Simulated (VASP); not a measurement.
# AgI (F-43m) in VASP: a series of runs

Runs on AgI. Level: r2SCAN. Tasks: phonons.

All numbers are computed with VASP 6.6.1; they aren't measurements. Logs are shortened: lines on timing, memory, paths and dates and some standing lists are left out, and cuts for length are marked.

### Step 1. The cell of the first run

It takes space group F-43m (No. 216, cubic). Conventional cell: a = 6.034 Å, b = 6.034 Å, c = 6.034 Å, α = 90.00°, β = 90.00°, γ = 90.00°. Within 3.4 Å of Ag (site symmetry -43m) lie 4 I at 2.61 Å. Within 3.4 Å of I (site symmetry -43m) lie 4 Ag at 2.61 Å.

### Step 2. Phonons, r2SCAN

Contents of INCAR:

```
PREC = Accurate
ENCUT = 550
EDIFF = 1E-8
ISMEAR = 0
SIGMA = 0.01
LREAL = False
LASPH = True
NELM = 120
ALGO = Normal
ISIF = 2
LWAVE = False
LCHARG = True
METAGGA = R2SCAN
LMIXTAU = True
NBANDS = 16
IBRION = 6
NFREE = 2
POTIM = 0.015
NSW = 1
GGA_COMPAT = False
```

Contents of KPOINTS:

```
regular mesh
0
Gamma
  6 6 6
```

Contents of POSCAR:

```
AgI
1.0
    3.0168115709      3.0168115709      0.0000000000
   -3.0168115709      3.0168115709      0.0000000000
    0.0000000000      3.0168115709      3.0168115709
Ag I
1 1
Direct
    0.0000000000      0.0000000000      0.0000000000
    0.7500000000      0.2500000000      0.5000000000
```

Potentials or basis: VASP PAW PBE potentials, release 64 (Ag, I).

Launch:

```sh
$ cat potpaw_PBE.64/Ag/POTCAR potpaw_PBE.64/I/POTCAR > POTCAR
$ mpirun -np 1 vasp_std > vasp.out
```

OUTCAR:

```text
PREC = Accurate
   ENCUT = 550
   EDIFF = 1E-8
   ISMEAR = 0
   LREAL = False
   LASPH = True
   NELM = 120
   ISIF = 2
   METAGGA = R2SCAN
   IBRION = 6
   NFREE = 2
   POTIM = 0.015
   NSW = 1

 ion  position               nearest neighbor table
   1  0.000  0.000  0.000-   2 2.61   2 2.61   2 2.61   2 2.61
   2  0.750  0.250  0.500-   1 2.61   1 2.61   1 2.61   1 2.61

  LATTYP: Found a face centered cubic cell.
 ALAT       =     6.0336231418

  Lattice vectors:

 A1 = (   0.0000000000,   3.0168115709,   3.0168115709)
 A2 = (   3.0168115709,   0.0000000000,   3.0168115709)
 A3 = (   3.0168115709,   3.0168115709,   0.0000000000)

Analysis of symmetry for initial positions (statically):
=====================================================================
 Subroutine PRICEL returns:
 Original cell was already a primitive cell.

 Routine SETGRP: Setting up the symmetry group for a
 face centered cubic supercell.

 Subroutine GETGRP returns: Found 24 space group operations
 (whereof 24 operations were pure point group operations)
 out of a pool of 48 trial point group operations.

The static configuration has the point symmetry T_d .

Analysis of symmetry for dynamics (positions and initial velocities):
=====================================================================
 Subroutine PRICEL returns:
 Original cell was already a primitive cell.

 Routine SETGRP: Setting up the symmetry group for a
 face centered cubic supercell.

 Subroutine GETGRP returns: Found 24 space group operations
 (whereof 24 operations were pure point group operations)
 out of a pool of 48 trial point group operations.

The dynamic configuration has the point symmetry T_d .

 Subroutine INISYM returns: Found 24 space group operations
 (whereof 24 operations are pure point group operations),
 and found     1 'primitive' translations

----------------------------------------------------------------------------------------

                                     Primitive cell

  volume of cell :      54.9129

  direct lattice vectors                    reciprocal lattice vectors
     3.016811571  3.016811571  0.000000000     0.165737895  0.165737895 -0.165737895
    -3.016811571  3.016811571  0.000000000    -0.165737895  0.165737895 -0.165737895
     0.000000000  3.016811571  3.016811571     0.000000000  0.000000000  0.331475790

  length of vectors
     4.266415839  4.266415839  4.266415839     0.287066455  0.287066455  0.331475790

  position of ions in fractional coordinates (direct lattice)
     0.000000000  0.000000000  0.000000000
     0.750000000  0.250000000  0.500000000

  ion indices of the primitive-cell ions
   primitive index   ion index
                 1           1
                 2           2

----------------------------------------------------------------------------------------

 KPOINTS: regular mesh

Automatic generation of k-mesh.
 Grid dimensions read from file:
 generate k-points for:    6    6    6

 Generating k-lattice:

  Cartesian coordinates                     Fractional coordinates (reciprocal lattice)
     0.027622983  0.027622983 -0.027622983     0.166666667  0.000000000  0.000000000
[... 45 lines left out ...]
   LNONCOLLINEAR =      F non collinear calculations
   LSORBIT =      F    spin-orbit coupling
   LASPH  =      T    aspherical Exc in radial PAW
   ENCUT  =  550.0 eV  40.42 Ry    6.36 a.u.   8.16  8.16  8.16*2*pi/ulx,y,z
   NELM   =    120;   NELMIN=  2; NELMDL= -5     # of ELM steps
   EDIFF  = 0.1E-07   stopping-criterion for ELM
   LREAL  =      F    real-space projection
   EDIFFG = 0.1E-06   stopping-criterion for IOM
   NSW    =     61    number of steps for IOM
   IBRION =      6    ionic relax: 0-MD 1-quasi-New 2-CG
   NFREE  =      2    steps in history (QN), initial steepest desc. (CG)
   ISIF   =      2    stress and relaxation
   ISYM   =      2    0-nonsym 1-usesym 2-fastsym
   POTIM  = 0.0150    time-step for ionic-motion
   TEBEG  =    0.0;   TEEND  =   0.0 temperature during run
   PSTRESS=    0.0 pullay stress
   NELECT =      18.0000    total number of electrons
   NUPDOWN=      -1.0000    fix difference up-down
   EMIN   =  10.00;   EMAX   =-10.00  energy-range for DOS
   EFERMI =   0.00;   METHOD = LEGACY
   ISMEAR =     0;   SIGMA  =   0.01  broadening in eV -4-tet -1-fermi 0-gaus
   EFERMI_NEDOS =   21; number of points for ismear=-14 and -15
   IALGO  =     38    algorithm
   IMIX   =      4    mixing-type and parameters
     AMIX     =   0.40;   BMIX     =  1.00
     AMIX_MAG =   1.60;   BMIX_MAG =  1.00
  volume/ion in A,a.u.               =      27.46       185.29
  Fermi-wavevector in a.u.,A,eV,Ry     =   1.128775  2.133076 17.335640  1.274134
  Thomas-Fermi vector in A             =   2.265466
   LORBIT       =      0    0 simple, 1 ext, 2 COOP (PROOUT), +10 PAW based schemes
   METAGGA = R2SCAN    functional components
   LHFCALC =     F    Hartree Fock is set to
   AEXX    =    0.0000 exact exchange contribution
   IVDW    =     0    specifies the selected vdW correction
   LEPSILON=     F    determine dielectric tensor
   LRPA    =     F    only Hartree local field effects (RPA)
 finite differences with symmetry
 non-spin polarized calculation
 Gauss-broadening in eV      SIGMA  =   0.01
  energy-cutoff  :      550.00
  volume of cell :       54.91
 maximum number of plane-waves:      1639
 NGX is ok and might be reduce to    36
   NGX = 17   NGY = 17   NGZ = 17

--------------------------------------- Ionic step        1  -------------------------------------------

 number of electron      18.0000002 magnetization

 Free energy of the ion-electron system (eV)
  ---------------------------------------------------
  ext. energy  EPLUGINS =         0.00000000
  ---------------------------------------------------
  free energy    TOTEN  =       -45.95928044 eV

  energy without entropy =      -45.95928044  energy(sigma->0) =      -45.95928044

------------------------ aborting loop because EDIFF is reached ----------------------------------------

  FORCE on cell =-STRESS in cart. coord.  units (eV):
  Direction    XX          YY          ZZ          XY          YZ          ZX
  --------------------------------------------------------------------------------------
  -------------------------------------------------------------------------------------
  Total        5.0429353      5.0429353      5.0429353     -0.0000000     -0.0000000      0.0000000
  in kB      147.1361636    147.1361636    147.1361636     -0.0000000     -0.0000000      0.0000000
  external PRESSURE =     147.1361636 kB  Pullay stress =       0.0000000 kB
[... 131 lines left out ...]
--------------------------------------- Ionic step        5  -------------------------------------------

 number of electron      18.0000002 magnetization

 Free energy of the ion-electron system (eV)
  ---------------------------------------------------
  ext. energy  EPLUGINS =         0.00000000
  ---------------------------------------------------
  free energy    TOTEN  =       -45.95857393 eV

  energy without entropy =      -45.95857393  energy(sigma->0) =      -45.95857393

 E-fermi :   5.7966     XC(G=0): -10.0766

 val. band max:        5.7503668959   @ k =   0.0000   0.0000   0.0000
 cond. band min:       7.5652566672   @ k =   0.0000   0.0000   0.0000
 fundamental gap:      1.8148897713
 Fermi energy:         5.7965500932

 k-point     1 :       0.0000    0.0000    0.0000
  band No.  band energies     occupation
      1      -9.0043      2.00000
      2      -0.2766      2.00000
      3      -0.2531      2.00000
      4      -0.2289      2.00000
      5       1.3776      2.00000
      6       1.3780      2.00000
[... 433 lines left out ...]
      3      -0.0263      2.00000
      4       0.0448      2.00000
      5       1.3459      2.00000
      6       1.4208      2.00000
[... 8 lines left out ...]
     15      16.5504      0.00000
     16      17.7507      0.00000

 [... further k-points ...]

------------------------ aborting loop because EDIFF is reached ----------------------------------------

  FORCE on cell =-STRESS in cart. coord.  units (eV):
  Direction    XX          YY          ZZ          XY          YZ          ZX
  --------------------------------------------------------------------------------------
  -------------------------------------------------------------------------------------
  Total        5.0429751      5.0465430      5.0465430      0.0000000     -0.1995014      0.0000000
  in kB      147.1373238    147.2414240    147.2414240      0.0000000     -5.8207903      0.0000000
  external PRESSURE =     147.2067239 kB  Pullay stress =       0.0000000 kB
[... 17 lines left out ...]
  FREE ENERGIE OF THE ION-ELECTRON SYSTEM (eV)
  ---------------------------------------------------
  free  energy   TOTEN  =       -45.9585739298 eV

  energy  without entropy=      -45.9585739298  energy(sigma->0) =      -45.95857393

 INTERNAL STRAIN TENSORS FROM DISPLACED ATOMS
 ============================================

 INTERNAL STRAIN TENSOR FOR ION    1 for displacements in x,y,z  (eV/Angst):
          X           Y           Z          XY          YZ          ZX
  --------------------------------------------------------------------------------
  x     0.00000     0.00000     0.00000     0.00000   -13.29635     0.00000
  y     0.00000    -0.00000     0.00000     0.00000     0.00000   -13.29635
  z     0.00000     0.00000     0.00000   -13.29635     0.00000     0.00000

 INTERNAL STRAIN TENSOR FOR ION    2 for displacements in x,y,z  (eV/Angst):
          X           Y           Z          XY          YZ          ZX
  --------------------------------------------------------------------------------
  x     0.00000     0.00000     0.00000     0.00000    13.29995     0.00000
  y    -0.00000     0.00000    -0.00000     0.00000     0.00000    13.29995
  z     0.00000     0.00000     0.00000    13.29995     0.00000     0.00000

 Eigenvectors and eigenvalues of the dynamical matrix
 ----------------------------------------------------

   1 f  =    5.132404 THz    32.247848 2PiTHz  171.198582 cm-1    21.225909 meV
             X         Y         Z           dx          dy          dz
      0.000000  0.000000  0.000000     0.000000    0.735464    0.000000
      1.508406  4.525217  1.508406     0.000000   -0.677564    0.000000
[... 21 lines left out ...]
   6 f/i=    0.001883 THz     0.011832 2PiTHz    0.062817 cm-1     0.007788 meV
             X         Y         Z           dx          dy          dz
      0.000000  0.000000  0.000000     0.000000    0.000000   -0.677564
      1.508406  4.525217  1.508406     0.000000    0.000000   -0.735464

 ELASTIC MODULI CONTR FROM IONIC RELAXATION (kBar)
 Direction    XX          YY          ZZ          XY          YZ          ZX
 --------------------------------------------------------------------------------
 XX          -0.0000      0.0000     -0.0000     -0.0000      0.0000      0.0000
 YY           0.0000     -0.0000      0.0000     -0.0000      0.0000     -0.0000
 ZZ          -0.0000      0.0000     -0.0000      0.0000      0.0000      0.0000
 XY          -0.0000     -0.0000      0.0000   -821.0740     -0.0000      0.0000
 YZ           0.0000      0.0000      0.0000     -0.0000   -821.0740      0.0000
 ZX           0.0000     -0.0000      0.0000      0.0000      0.0000   -821.0740
 --------------------------------------------------------------------------------
```

Run time: 17 min. Hardware: 1 thread of AMD EPYC 7R43 (Zen 3), shared host; peak memory 0.23 GiB.

What came out:

- Highest phonon frequency at Γ, LO-TO splitting left out: 171 cm⁻¹

Phonon frequencies in cm⁻¹ (negative: imaginary):
```csv
q point,frequencies
"(0.000, 0.000, 0.000)",0 0 0 171 171 171
```

Caveat: the cell stands under pressure or tension, which shifts response properties; the PAW data sets were made with another functional, which shifts forces and pressure a little; spin-orbit coupling is left out, which moves the levels of the heavy elements.

### Step 3. Phonons, r2SCAN

This run uses another cell than the first one, of 29.09 Å³/atom.

Contents of INCAR:

```
SYSTEM = AgI
PREC = Accurate ; ENCUT = 550
EDIFF = 1E-8 ; ISMEAR = 0
SIGMA = 0.01 ; LREAL = .False.
LASPH = .True. ; NELM = 120
ALGO = Normal ; ISIF = 2
LWAVE = .False. ; LCHARG = .False.
METAGGA = R2SCAN ; LMIXTAU = .True.
NBANDS = 16 ; IBRION = 6
NFREE = 2 ; POTIM = 0.015
NSW = 1 ; GGA_COMPAT = .False.
```

Contents of KPOINTS:

```
regular mesh
0
Gamma
  6 6 6
  0 0 0
```

Contents of POSCAR:

```
AgI
1.0
    3.0754259716      3.0754259716      0.0000000000
   -3.0754259716      3.0754259716      0.0000000000
    0.0000000000      3.0754259716      3.0754259716
Ag I
1 1
Direct
    0.0000000000      0.0000000000      0.0000000000
    0.7500000000      0.2500000000      0.5000000000
```

Potentials or basis: VASP PAW PBE potentials, release 64 (Ag, I).

Launch:

```sh
$ cat potpaw_PBE.64/Ag/POTCAR potpaw_PBE.64/I/POTCAR > POTCAR
$ mpirun -np 1 vasp_std > vasp.out
```

OUTCAR:

```text
SYSTEM = AgI
   PREC = Accurate
   ENCUT = 550
   EDIFF = 1E-8
   ISMEAR = 0
   LREAL = .False.
   LASPH = .True.
   NELM = 120
   ISIF = 2
   METAGGA = R2SCAN
   IBRION = 6
   NFREE = 2
   POTIM = 0.015
   NSW = 1

 ion  position               nearest neighbor table
   1  0.000  0.000  0.000-   2 2.66   2 2.66   2 2.66   2 2.66
   2  0.750  0.250  0.500-   1 2.66   1 2.66   1 2.66   1 2.66

  LATTYP: Found a face centered cubic cell.
 ALAT       =     6.1508519432

  Lattice vectors:

 A1 = (   0.0000000000,   3.0754259716,   3.0754259716)
 A2 = (   3.0754259716,   0.0000000000,   3.0754259716)
 A3 = (   3.0754259716,   3.0754259716,   0.0000000000)

Analysis of symmetry for initial positions (statically):
=====================================================================
 Subroutine PRICEL returns:
 Original cell was already a primitive cell.

 Routine SETGRP: Setting up the symmetry group for a
 face centered cubic supercell.

 Subroutine GETGRP returns: Found 24 space group operations
 (whereof 24 operations were pure point group operations)
 out of a pool of 48 trial point group operations.

The static configuration has the point symmetry T_d .

Analysis of symmetry for dynamics (positions and initial velocities):
=====================================================================
 Subroutine PRICEL returns:
 Original cell was already a primitive cell.

 Routine SETGRP: Setting up the symmetry group for a
 face centered cubic supercell.

 Subroutine GETGRP returns: Found 24 space group operations
 (whereof 24 operations were pure point group operations)
 out of a pool of 48 trial point group operations.
[... 292 lines left out ...]
  free energy    TOTEN  =       -46.20650507 eV

  energy without entropy =      -46.20650507  energy(sigma->0) =      -46.20650507

 E-fermi :   5.0164     XC(G=0):  -9.7714

 val. band max:        4.9320980613   @ k =   0.0000   0.0000   0.0000
 cond. band min:       6.7317645464   @ k =   0.0000   0.0000   0.0000
 fundamental gap:      1.7996664850
 Fermi energy:         5.0163728400

 k-point     1 :       0.0000    0.0000    0.0000
  band No.  band energies     occupation
      1      -9.3743      2.00000
      2      -0.6107      2.00000
      3      -0.5886      2.00000
      4      -0.5659      2.00000
      5       0.9406      2.00000
      6       0.9410      2.00000
[... 433 lines left out ...]
      3      -0.3765      2.00000
      4      -0.3146      2.00000
      5       0.9142      2.00000
      6       0.9782      2.00000
[... 8 lines left out ...]
     15      15.7170      0.00000
     16      16.8352      0.00000

 [... further k-points ...]

------------------------ aborting loop because EDIFF is reached ----------------------------------------

  FORCE on cell =-STRESS in cart. coord.  units (eV):
  Direction    XX          YY          ZZ          XY          YZ          ZX
  --------------------------------------------------------------------------------------
  -------------------------------------------------------------------------------------
  Total        3.5475104      3.5503282      3.5503282      0.0000000     -0.1571721      0.0000000
  in kB       97.6986205     97.7762222     97.7762222      0.0000000     -4.3285272      0.0000000
  external PRESSURE =      97.7503550 kB  Pullay stress =       0.0000000 kB
[... 17 lines left out ...]
  FREE ENERGIE OF THE ION-ELECTRON SYSTEM (eV)
  ---------------------------------------------------
  free  energy   TOTEN  =       -46.2065050717 eV

  energy  without entropy=      -46.2065050717  energy(sigma->0) =      -46.20650507

 INTERNAL STRAIN TENSORS FROM DISPLACED ATOMS
 ============================================

 INTERNAL STRAIN TENSOR FOR ION    1 for displacements in x,y,z  (eV/Angst):
          X           Y           Z          XY          YZ          ZX
  --------------------------------------------------------------------------------
  x    -0.00000     0.00000     0.00000     0.00000   -10.47539     0.00000
  y     0.00000     0.00000     0.00000     0.00000     0.00000   -10.47539
  z     0.00000     0.00000    -0.00000   -10.47539     0.00000     0.00000

 INTERNAL STRAIN TENSOR FOR ION    2 for displacements in x,y,z  (eV/Angst):
          X           Y           Z          XY          YZ          ZX
  --------------------------------------------------------------------------------
  x     0.00000    -0.00000    -0.00000     0.00000    10.47766     0.00000
  y     0.00000    -0.00000     0.00000     0.00000     0.00000    10.47766
  z    -0.00000    -0.00000     0.00000    10.47766     0.00000     0.00000

 Eigenvectors and eigenvalues of the dynamical matrix
 ----------------------------------------------------

   1 f  =    4.572427 THz    28.729405 2PiTHz  152.519743 cm-1    18.910030 meV
             X         Y         Z           dx          dy          dz
      0.000000  0.000000  0.000000    -0.735410    0.000000   -0.000000
      1.537713  4.613139  1.537713     0.677622    0.000000    0.000000
[... 21 lines left out ...]
   6 f/i=    0.001316 THz     0.008269 2PiTHz    0.043901 cm-1     0.005443 meV
             X         Y         Z           dx          dy          dz
      0.000000  0.000000  0.000000    -0.000000   -0.550362   -0.395314
      1.537713  4.613139  1.537713     0.000000   -0.597297   -0.429027

 ELASTIC MODULI CONTR FROM IONIC RELAXATION (kBar)
 Direction    XX          YY          ZZ          XY          YZ          ZX
 --------------------------------------------------------------------------------
 XX          -0.0000      0.0000      0.0000      0.0000     -0.0000     -0.0000
 YY           0.0000     -0.0000      0.0000      0.0000      0.0000      0.0000
 ZZ           0.0000      0.0000     -0.0000     -0.0000      0.0000     -0.0000
 XY           0.0000      0.0000     -0.0000   -606.0463     -0.0000      0.0000
 YZ          -0.0000      0.0000      0.0000     -0.0000   -606.0463     -0.0000
 ZX          -0.0000      0.0000     -0.0000      0.0000     -0.0000   -606.0463
 --------------------------------------------------------------------------------
```

It took 17 min on 1 thread of AMD EPYC 7R43 (Zen 3), shared host; peak memory 0.23 GiB.

What came out:

| Quantity | Value |
| --- | --- |
| Highest phonon frequency at Γ, LO-TO splitting left out | 153 cm⁻¹ |

Phonon frequencies in cm⁻¹ (negative: imaginary):
```
              q point        frequencies
(0.000, 0.000, 0.000)  0 0 0 153 153 153
```

Caveat: the cell stands under pressure or tension, which shifts response properties; the PAW data sets were made with another functional, which shifts forces and pressure a little; spin-orbit coupling is left out, which moves the levels of the heavy elements.
